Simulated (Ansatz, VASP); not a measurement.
**Two plane-wave programs on Tc**

The input INCAR:

```
  ALGO = Normal
  EDIFF = 1E-7
  ENCUT = 520
  GGA = PE
  ISIF = 2
  ISMEAR = -1
  LASPH = True
  LCHARG = False
  LREAL = False
  LWAVE = False
  NBANDS = 20
  NELM = 80
  PREC = Accurate
  SIGMA = 0.05
```

The input KPOINTS:

```
k-points
0
Gamma
  6 6 4
```

Contents of POSCAR:

```
Tc
1.0
    2.7400000000      0.0000000000      0.0000000000
   -1.3700000000      2.3729096064      0.0000000000
    0.0000000000      0.0000000000      4.3980000000
Tc
2
Direct
    0.6666666667      0.3333333333      0.7500000000
    0.3333333333      0.6666666667      0.2500000000
```

File input.yaml:

```yaml
crystal:
  lattice:
    - [2.74, 0.0, 0.0]
    - [-1.37, 2.3729096064, 0.0]
    - [0.0, 0.0, 4.398]
  atoms:
    - { symbol: Tc, position: [0.6666666667, 0.3333333333, 0.75] }
    - { symbol: Tc, position: [0.3333333333, 0.6666666667, 0.25] }
hamiltonian:
  xc: pbe
  pseudopotentials: { kind: paw }
kpoints:
  mp_grid: { grid: [6, 6, 4] }
  band_path:
    path:
      - [[0.0, 0.0, 0.0], [0.5, 0.0, 0.0], [0.3333333333, 0.3333333333, 0.0], [0.0, 0.0, 0.0], [0.0, 0.0, 0.5], [0.5, 0.0, 0.5], [0.3333333333, 0.3333333333, 0.5], [0.0, 0.0, 0.5]]
      - [[0.5, 0.0, 0.5], [0.5, 0.0, 0.0]]
      - [[0.3333333333, 0.3333333333, 0.0], [0.3333333333, 0.3333333333, 0.5]]
    npoints: 14
scf:
  occupations: { method: fermi_dirac, width: 0.05 }
  n_extra_bands: 6
output:
  forces: true
  stress: true
  eigenvalues: true
  fatbands: false
  write_density: true
  write_potential: true
  elf: true
  volumetric_format: npy
```

Alike in both runs: functional PBE; k mesh 6 × 6 × 4; occupations fermi-dirac, width 0.05 eV; no spin polarisation.

|  | VASP | Ansatz |
| --- | --- | --- |
| version | VASP 6.6.1 | Ansatz 0.2.0 |
| potentials or method | VASP PAW PBE potentials, release 64 (Tc_pv) | Ansatz PAW earlier set |
| plane-wave cutoff (eV) | 520 | 500 |
| valence electrons in the cell | 26 | 30 |
| task | single point | band structure |

|  | VASP | Ansatz | Ansatz less VASP |
| --- | --- | --- | --- |
| gap on the k mesh at the Fermi level (eV) | none | none | - |
| pressure (GPa) | 3.0 | 3.7 | +0.67 |
| traceless stress, the component that is largest in VASP (GPa) | -0.85 | -0.85 | +0.004 |

A gap of «none» marks a metal or a gap that the smearing closes. VASP's potentials hold 26 valence electrons a cell and Ansatz's 30, so a difference there can come from the potentials and not from the codes.

The k mesh is coarse, so the values compare programs but aren't converged.
